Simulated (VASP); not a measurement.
# AlSn (P-6m2) in VASP: notebook

The runs below take AlSn through single point, with PBE.

Everything below comes from runs of VASP 6.6.1. Logs are shortened: lines on timing, memory, paths and dates and some standing lists are left out, and cuts for length are marked.

## (1) The cell of the first run

Symmetry: P-6m2, No. 187, hexagonal system. The conventional cell has a = 4.201 Å, b = 4.201 Å, c = 3.317 Å, α = 90.00°, β = 90.00°, γ = 120.00°. Sn (site symmetry -6m2) has 6 Al at 2.94 Å and 2 Sn at 3.32 Å within 3.9 Å. Within 3.9 Å of Al (site symmetry -6m2) lie 6 Sn at 2.94 Å and 2 Al at 3.32 Å.

## (2) Single point, PBE

Contents of INCAR:

```
PREC = Accurate
ENCUT = 520
EDIFF = 1E-7
ISMEAR = -1
SIGMA = 0.05
LREAL = F
LASPH = T
NELM = 100
ALGO = Normal
ISIF = 2
LWAVE = F
LCHARG = F
GGA = PE
NBANDS = 16
```

Contents of KPOINTS:

```
regular mesh
0
Gamma
  7 7 8
```

Contents of POSCAR:

```
AlSn
1.0
    4.2007785708      0.0000000000      0.0000000000
   -2.1003892854      3.6379809580      0.0000000000
    0.0000000000      0.0000000000      3.3172396854
Sn Al
1 1
Direct
    0.3333333333      0.6666666667      0.5000000000
    0.0000000000      0.0000000000      0.0000000000
```

Potentials or basis: VASP PAW PBE potentials, release 64 (Sn_d, Al).

Command:

```
> cat potpaw_PBE.64/Sn_d/POTCAR potpaw_PBE.64/Al/POTCAR > POTCAR
> mpirun -np 1 vasp_std > vasp.out
```

OUTCAR:

```text
PREC = Accurate
   ENCUT = 520
   EDIFF = 1E-7
   ISMEAR = -1
   LREAL = F
   LASPH = T
   NELM = 100
   ISIF = 2
   GGA = PE

 ion  position               nearest neighbor table
   1  0.333  0.667  0.500-   2 2.94   2 2.94   2 2.94   2 2.94   2 2.94   2 2.94
   2  0.000  0.000  0.000-   1 2.94   1 2.94   1 2.94   1 2.94   1 2.94   1 2.94

  LATTYP: Found a hexagonal cell.
 ALAT       =     4.2007785708
 C/A-ratio  =     0.7896725879

  Lattice vectors:

 A1 = (   4.2007785708,   0.0000000000,   0.0000000000)
 A2 = (  -2.1003892854,   3.6379809580,   0.0000000000)
 A3 = (   0.0000000000,   0.0000000000,   3.3172396854)

Analysis of symmetry for initial positions (statically):
=====================================================================
 Subroutine PRICEL returns:
 Original cell was already a primitive cell.

 Routine SETGRP: Setting up the symmetry group for a
 hexagonal supercell.

 Subroutine GETGRP returns: Found 12 space group operations
 (whereof 12 operations were pure point group operations)
 out of a pool of 24 trial point group operations.

The static configuration has the point symmetry D_3h.

Analysis of symmetry for dynamics (positions and initial velocities):
=====================================================================
 Subroutine PRICEL returns:
 Original cell was already a primitive cell.

 Routine SETGRP: Setting up the symmetry group for a
 hexagonal supercell.

 Subroutine GETGRP returns: Found 12 space group operations
 (whereof 12 operations were pure point group operations)
 out of a pool of 24 trial point group operations.

The dynamic configuration has the point symmetry D_3h.

 Subroutine INISYM returns: Found 12 space group operations
 (whereof 12 operations are pure point group operations),
 and found     1 'primitive' translations

----------------------------------------------------------------------------------------

                                     Primitive cell

  volume of cell :      50.6952

  direct lattice vectors                    reciprocal lattice vectors
     4.200778571  0.000000000  0.000000000     0.238051110  0.137438872  0.000000000
    -2.100389285  3.637980958  0.000000000     0.000000000  0.274877744  0.000000000
     0.000000000  0.000000000  3.317239685     0.000000000  0.000000000  0.301455455

  length of vectors
     4.200778571  4.200778571  3.317239685     0.274877744  0.274877744  0.301455455

  position of ions in fractional coordinates (direct lattice)
     0.333333333  0.666666667  0.500000000
     0.000000000  0.000000000  0.000000000

  ion indices of the primitive-cell ions
   primitive index   ion index
                 1           1
                 2           2

----------------------------------------------------------------------------------------

 KPOINTS: regular mesh

Automatic generation of k-mesh.
 Grid dimensions read from file:
 generate k-points for:    7    7    8

 Generating k-lattice:

  Cartesian coordinates                     Fractional coordinates (reciprocal lattice)
     0.034007301  0.019634125  0.000000000     0.142857143  0.000000000  0.000000000
     0.000000000  0.039268249  0.000000000     0.000000000  0.142857143  0.000000000
     0.000000000  0.000000000  0.037681932     0.000000000  0.000000000  0.125000000

  Length of vectors
     0.039268249  0.039268249  0.037681932

  Shift w.r.t. Gamma in fractional coordinates (k-lattice)
     0.000000000  0.000000000  0.000000000

 Subroutine IBZKPT returns following result:
 ===========================================

 Found     40 irreducible k-points:

 Following reciprocal coordinates:
            Coordinates               Weight
  0.000000  0.000000  0.000000      1.000000
  0.142857  0.000000  0.000000      6.000000
  0.285714  0.000000  0.000000      6.000000
  0.428571  0.000000  0.000000      6.000000
  0.142857  0.142857  0.000000      6.000000
  0.285714  0.142857  0.000000     12.000000
[... 16 lines left out ...]
  0.428571  0.142857  0.250000     12.000000
  0.285714  0.285714  0.250000     12.000000
 [... further k-points ...]
   k-points           NKPTS =     40   k-points in BZ     NKDIM =     40   number of bands    NBANDS=     16
   number of dos      NEDOS =    301   number of ions     NIONS =      2
   total plane-waves  NPLWV =  28672
   dimension x,y,z NGX =    32 NGY =   32 NGZ =   28
   dimension x,y,z NGXF=    64 NGYF=   64 NGZF=   56
   ions per type =               1   1
   NGX,Y,Z   is equivalent  to a cutoff of  12.66, 12.66, 14.03 a.u.
   NGXF,Y,Z  is equivalent  to a cutoff of  25.33, 25.33, 28.06 a.u.
 SYSTEM =  unknown system
   PREC   = accura    normal or accurate (medium, high low for compatibility)
   ISTART =      0    job   : 0-new  1-cont  2-samecut
   ICHARG =      2    charge: 1-file 2-atom 10-const
   ISPIN  =      1    spin polarized calculation?
   LNONCOLLINEAR =      F non collinear calculations
   LSORBIT =      F    spin-orbit coupling
   LASPH  =      T    aspherical Exc in radial PAW
   ENCUT  =  520.0 eV  38.22 Ry    6.18 a.u.   7.81  7.81  6.17*2*pi/ulx,y,z
   NELM   =    100;   NELMIN=  2; NELMDL= -5     # of ELM steps
   EDIFF  = 0.1E-06   stopping-criterion for ELM
   LREAL  =      F    real-space projection
   EDIFFG = 0.1E-05   stopping-criterion for IOM
   NSW    =      0    number of steps for IOM
   IBRION =     -1    ionic relax: 0-MD 1-quasi-New 2-CG
   NFREE  =      0    steps in history (QN), initial steepest desc. (CG)
   ISIF   =      2    stress and relaxation
   ISYM   =      2    0-nonsym 1-usesym 2-fastsym
   POTIM  = 0.5000    time-step for ionic-motion
   TEBEG  =    0.0;   TEEND  =   0.0 temperature during run
   PSTRESS=    0.0 pullay stress
   NELECT =      17.0000    total number of electrons
   NUPDOWN=      -1.0000    fix difference up-down
   EMIN   =  10.00;   EMAX   =-10.00  energy-range for DOS
   EFERMI =   0.00;   METHOD = LEGACY
   ISMEAR =    -1;   SIGMA  =   0.05  broadening in eV -4-tet -1-fermi 0-gaus
   EFERMI_NEDOS =   21; number of points for ismear=-14 and -15
   IALGO  =     38    algorithm
   IMIX   =      4    mixing-type and parameters
     AMIX     =   0.40;   BMIX     =  1.00
     AMIX_MAG =   1.60;   BMIX_MAG =  1.00
  volume/ion in A,a.u.               =      25.35       171.05
  Fermi-wavevector in a.u.,A,eV,Ry     =   1.137371  2.149319 17.600668  1.293613
  Thomas-Fermi vector in A             =   2.274076
   LORBIT       =      0    0 simple, 1 ext, 2 COOP (PROOUT), +10 PAW based schemes
   GGA     = PE    functional components
   LHFCALC =     F    Hartree Fock is set to
   AEXX    =    0.0000 exact exchange contribution
   IVDW    =     0    specifies the selected vdW correction
   LEPSILON=     F    determine dielectric tensor
   LRPA    =     F    only Hartree local field effects (RPA)
 non-spin polarized calculation
  energy-cutoff  :      520.00
  volume of cell :       50.70
 maximum number of plane-waves:      1416
 NGX is ok and might be reduce to    32
   NGX = 15   NGY = 15   NGZ = 13

 number of electron      17.0000000 magnetization

 Free energy of the ion-electron system (eV)
  ---------------------------------------------------
  ext. energy  EPLUGINS =         0.00000000
  ---------------------------------------------------
  free energy    TOTEN  =        -7.20301274 eV

  energy without entropy =       -7.19920080  energy(sigma->0) =       -7.20110677

 E-fermi :   6.3826     XC(G=0):  -9.5457

 val. band max:        6.2861648230   @ k =   0.2857   0.2857   0.2500
 cond. band min:       6.4096199621   @ k =   0.0000   0.0000   0.1250
 fundamental gap:      0.1234551391
 Fermi energy:         6.3825902382

 k-point     1 :       0.0000    0.0000    0.0000
  band No.  band energies     occupation
      1     -14.9744      2.00000
      2     -14.8730      2.00000
      3     -14.8730      2.00000
      4     -14.8539      2.00000
      5     -14.8539      2.00000
      6      -4.0361      2.00000
[... 8 lines left out ...]
     15      17.8776      0.00000
     16      19.1348      0.00000

 k-point     2 :       0.1429    0.0000    0.0000
  band No.  band energies     occupation
      1     -14.9729      2.00000
      2     -14.8734      2.00000
      3     -14.8693      2.00000
      4     -14.8551      2.00000
      5     -14.8542      2.00000
      6      -3.8255      2.00000
[... 8 lines left out ...]
     15      16.4262      0.00000
     16      18.7189      0.00000

 k-point     3 :       0.2857    0.0000    0.0000
  band No.  band energies     occupation
      1     -14.9695      2.00000
      2     -14.8743      2.00000
      3     -14.8611      2.00000
      4     -14.8577      2.00000
      5     -14.8549      2.00000
      6      -3.2192      2.00000
[... 8 lines left out ...]
     15      16.0025      0.00000
     16      17.7961      0.00000

 k-point     4 :       0.4286    0.0000    0.0000
  band No.  band energies     occupation
      1     -14.9670      2.00000
      2     -14.8749      2.00000
      3     -14.8599      2.00000
      4     -14.8555      2.00000
      5     -14.8544      2.00000
      6      -2.4048      2.00000
[... 8 lines left out ...]
     15      15.7415      0.00000
     16      17.4216      0.00000
[... 324 lines left out ...]
 k-point    22 :       0.2857    0.1429    0.2500
  band No.  band energies     occupation
      1     -14.8932      2.00000
      2     -14.8881      2.00000
      3     -14.8818      2.00000
      4     -14.8672      2.00000
      5     -14.8543      2.00000
      6      -1.8060      2.00000
[... 8 lines left out ...]
     15      16.8053      0.00000
     16      18.2032      0.00000

 k-point    23 :       0.4286    0.1429    0.2500
  band No.  band energies     occupation
      1     -14.8946      2.00000
      2     -14.8887      2.00000
      3     -14.8812      2.00000
      4     -14.8655      2.00000
      5     -14.8522      2.00000
      6      -1.2329      2.00000
[... 8 lines left out ...]
     15      16.8464      0.00000
     16      19.0286      0.00000

 k-point    24 :       0.2857    0.2857    0.2500
  band No.  band energies     occupation
      1     -14.8935      2.00000
      2     -14.8903      2.00000
      3     -14.8785      2.00000
      4     -14.8638      2.00000
      5     -14.8554      2.00000
      6      -1.1229      2.00000
[... 8 lines left out ...]
     15      18.5429      0.00000
     16      18.5861      0.00000

 [... further k-points ...]
[... 5 lines left out ...]
  --------------------------------------------------------------------------------------
  -------------------------------------------------------------------------------------
  Total       -0.0153922     -0.0153922     -0.0143621     -0.0000000     -0.0000000      0.0000000
  in kB       -0.4864578     -0.4864578     -0.4539011     -0.0000000     -0.0000000      0.0000000
  external PRESSURE =      -0.4756056 kB  Pullay stress =       0.0000000 kB

 VOLUME and BASIS-vectors are now :
 -----------------------------------------------------------------------------
  energy-cutoff  :      520.00
  volume of cell :       50.70
      direct lattice vectors                 reciprocal lattice vectors
     4.200778571  0.000000000  0.000000000     0.238051110  0.137438872  0.000000000
    -2.100389285  3.637980958  0.000000000     0.000000000  0.274877744  0.000000000
     0.000000000  0.000000000  3.317239685     0.000000000  0.000000000  0.301455455

 POSITION                                       TOTAL-FORCE (eV/Angst)
 -----------------------------------------------------------------------------------
     -0.00000      2.42532      1.65862         0.000000      0.000000      0.000000
      0.00000      0.00000      0.00000        -0.000000      0.000000      0.000000
 -----------------------------------------------------------------------------------
    total drift:                                0.000000     -0.000000     -0.000000

  FREE ENERGIE OF THE ION-ELECTRON SYSTEM (eV)
  ---------------------------------------------------
  free  energy   TOTEN  =        -7.2030127431 eV

  energy  without entropy=       -7.1992007981  energy(sigma->0) =       -7.20110677
```

Wall time 38 s (1 thread of Intel Xeon 8259CL, shared host); peak memory 0.19 GiB.

What came out:

* Free energy: -7.2030 eV
* Pressure: 0.0 GPa
* Band gap on the k mesh: zero (an odd number of electrons rules out a gap without spin polarisation)

Caveat: spin-orbit coupling is left out, which moves the levels of the heavy elements.

## (3) Single point, PBE

This run uses another cell than the first one, of 25.24 Å³/atom.

Contents of INCAR:

```
ALGO = Normal
EDIFF = 1E-6
ENCUT = 520
GGA = PE
ISIF = 2
ISMEAR = 0
LASPH = T
LCHARG = T
LELF = T
LREAL = F
LVHAR = T
LWAVE = F
NBANDS = 16
NELM = 80
PREC = Accurate
SIGMA = 0.027000000000000003
```

Contents of KPOINTS:

```
k-points
0
Gamma
  7 7 8
```

Contents of POSCAR:

```
AlSn
1.0
    4.1981056157      0.0000000000      0.0000000000
   -2.0990528078      3.6356661109      0.0000000000
    0.0000000000      0.0000000000      3.3068470000
Sn Al
1 1
Direct
    0.3333333333      0.6666666667      0.5000000000
    0.0000000000      0.0000000000      0.0000000000
```

Potentials or basis: VASP PAW PBE potentials, release 64 (Sn_d, Al).

Command:

```
> cat potpaw_PBE.64/Sn_d/POTCAR potpaw_PBE.64/Al/POTCAR > POTCAR
> mpirun -np 1 vasp_std > vasp.out
```

OUTCAR:

```text
EDIFF = 1E-6
   ENCUT = 520
   GGA = PE
   ISIF = 2
   ISMEAR = 0
   LASPH = T
   LREAL = F
   NELM = 80
   PREC = Accurate

 ion  position               nearest neighbor table
   1  0.333  0.667  0.500-   2 2.93   2 2.93   2 2.93   2 2.93   2 2.93   2 2.93
   2  0.000  0.000  0.000-   1 2.93   1 2.93   1 2.93   1 2.93   1 2.93   1 2.93

  LATTYP: Found a hexagonal cell.
 ALAT       =     4.1981056157
 C/A-ratio  =     0.7876998110

  Lattice vectors:

 A1 = (   4.1981056157,   0.0000000000,   0.0000000000)
 A2 = (  -2.0990528078,   3.6356661109,   0.0000000000)
 A3 = (   0.0000000000,   0.0000000000,   3.3068470000)

Analysis of symmetry for initial positions (statically):
=====================================================================
 Subroutine PRICEL returns:
 Original cell was already a primitive cell.

 Routine SETGRP: Setting up the symmetry group for a
 hexagonal supercell.

[... 156 lines left out ...]

 number of electron      16.9999999 magnetization

 Free energy of the ion-electron system (eV)
  ---------------------------------------------------
  ext. energy  EPLUGINS =         0.00000000
  ---------------------------------------------------
  free energy    TOTEN  =        -7.20124152 eV

  energy without entropy =       -7.20111699  energy(sigma->0) =       -7.20117926

 E-fermi :   6.4248     XC(G=0):  -9.5626

 val. band max:        6.3551752330   @ k =   0.2857   0.2857   0.2500
 cond. band min:       6.4376044046   @ k =   0.0000   0.0000   0.1250
 fundamental gap:      0.0824291716
 Fermi energy:         6.4247513382

 k-point     1 :       0.0000    0.0000    0.0000
  band No.  band energies     occupation
      1     -14.9284      2.00000
      2     -14.8267      2.00000
      3     -14.8267      2.00000
      4     -14.8047      2.00000
      5     -14.8047      2.00000
      6      -4.0209      2.00000
[... 433 lines left out ...]
      3     -14.8299      2.00000
      4     -14.8174      2.00000
      5     -14.8089      2.00000
      6      -1.0957      2.00000
[... 8 lines left out ...]
     15      18.6250      0.00000
     16      18.6793      0.00000

 [... further k-points ...]
[... 5 lines left out ...]
  --------------------------------------------------------------------------------------
  -------------------------------------------------------------------------------------
  Total       -0.0120946     -0.0120946      0.2433076     -0.0000000     -0.0000000      0.0000000
  in kB       -0.3839291     -0.3839291      7.7235118     -0.0000000     -0.0000000      0.0000000
  external PRESSURE =       2.3185512 kB  Pullay stress =       0.0000000 kB

 VOLUME and BASIS-vectors are now :
 -----------------------------------------------------------------------------
  energy-cutoff  :      520.00
  volume of cell :       50.47
      direct lattice vectors                 reciprocal lattice vectors
     4.198105616  0.000000000  0.000000000     0.238202678  0.137526380  0.000000000
    -2.099052808  3.635666111  0.000000000     0.000000000  0.275052760  0.000000000
     0.000000000  0.000000000  3.306847000     0.000000000  0.000000000  0.302402863

 POSITION                                       TOTAL-FORCE (eV/Angst)
 -----------------------------------------------------------------------------------
     -0.00000      2.42378      1.65342         0.000000      0.000000      0.000000
      0.00000      0.00000      0.00000        -0.000000     -0.000000      0.000000
 -----------------------------------------------------------------------------------
    total drift:                                0.000000     -0.000000     -0.000000

  FREE ENERGIE OF THE ION-ELECTRON SYSTEM (eV)
  ---------------------------------------------------
  free  energy   TOTEN  =        -7.2012415220 eV

  energy  without entropy=       -7.2011169917  energy(sigma->0) =       -7.20117926
```

stdout:

```text
POSCAR found type information on POSCAR SnAl
 POSCAR found :  2 types and       2 ions
 scaLAPACK will be used
 LDA part: xc-table for (Slater+PW92), standard interpolation
 POSCAR, INCAR and KPOINTS ok, starting setup
 FFT: planning ... GRIDC
 FFT: planning ... GRID_SOFT
 FFT: planning ... GRID
 WAVECAR not read
 entering main loop
```

It took 48 s on 1 thread of Intel Xeon 8259CL, shared host; peak memory 0.19 GiB.

Results:

```
Free energy            : -7.2012 eV
Pressure               : 0.2 GPa
Band gap on the k mesh : zero (an odd number of electrons rules out a gap without spin polarisation)
```

Caveat: spin-orbit coupling is left out, which moves the levels of the heavy elements.

## (4) Single point, PBE

This run uses another cell than the first one, of 25.24 Å³/atom.

Contents of INCAR:

```
SYSTEM = AlSn
PREC = Accurate
ENCUT = 520
EDIFF = 1E-6
ISMEAR = 0
SIGMA = 0.028000000000000004
LREAL = .FALSE.
LASPH = .TRUE.
NELM = 100
ALGO = Normal
ISIF = 2
LWAVE = .FALSE.
LCHARG = .FALSE.
GGA = PE
NBANDS = 16
```

Contents of KPOINTS:

```
Automatic mesh
0
G
  7 7 8
  0 0 0
```

POSCAR is that of step 3.

Command:

```
> cat potpaw_PBE.64/Sn_d/POTCAR potpaw_PBE.64/Al/POTCAR > POTCAR
> mpirun -np 1 vasp_std > vasp.out
```

Wall time 52 s (1 thread of Intel Xeon 8259CL, shared host); peak memory 0.19 GiB.

Results (log left out):

| Item | Value |
| --- | --- |
| Free energy | -7.2012 eV |
| Pressure | 0.2 GPa |
| Band gap on the k mesh | zero (an odd number of electrons rules out a gap without spin polarisation) |

Stress tensor (GPa, compression positive):
```
-0.04  0.00  0.00
 0.00 -0.04  0.00
 0.00  0.00  0.77
```

Levels at points of the mesh, in eV from the Fermi level:
| k point | band 4 | band 5 | band 6 | band 7 | band 8 | band 9 | band 10 | band 11 | band 12 | band 13 |
| --- | --- | --- | --- | --- | --- | --- | --- | --- | --- | --- |
| (0.00, 0.00, 0.00) | -21.23 | -21.23 | -10.45 | -0.22 | -0.22 | 0.70 | 2.61 | 3.13 | 3.13 | 5.19 |
| (0.00, 0.00, 0.50) | -21.24 | -21.18 | -7.42 | -6.21 | 2.73 | 2.73 | 3.58 | 3.58 | 3.78 | 4.17 |

Caveat: spin-orbit coupling is left out, which moves the levels of the heavy elements.

## (5) The runs side by side

| cell | smearing | gap on the mesh (eV) | pressure (GPa) |
| --- | --- | --- | --- |
| a = 4.201, b = 4.201, c = 3.317 Å, angles 90.0, 90.0, 120.0°, 2 atoms | fermi-dirac 0.05 eV | none | 0.0 |
| a = 4.198, b = 4.198, c = 3.307 Å, angles 90.0, 90.0, 120.0°, 2 atoms | gaussian 0.027 eV | none | 0.2 |
| a = 4.198, b = 4.198, c = 3.307 Å, angles 90.0, 90.0, 120.0°, 2 atoms | gaussian 0.028 eV | none | 0.2 |

Alike in all rows: task single point; level PBE; potentials or basis VASP PAW PBE potentials, release 64 (Sn_d, Al); no spin polarisation; k mesh 7 × 7 × 8; cutoff (eV) 520.

Caveats: spin-orbit coupling is left out, which moves the levels of the heavy elements.

Absolute energies hang on the potentials; compare differences alone.
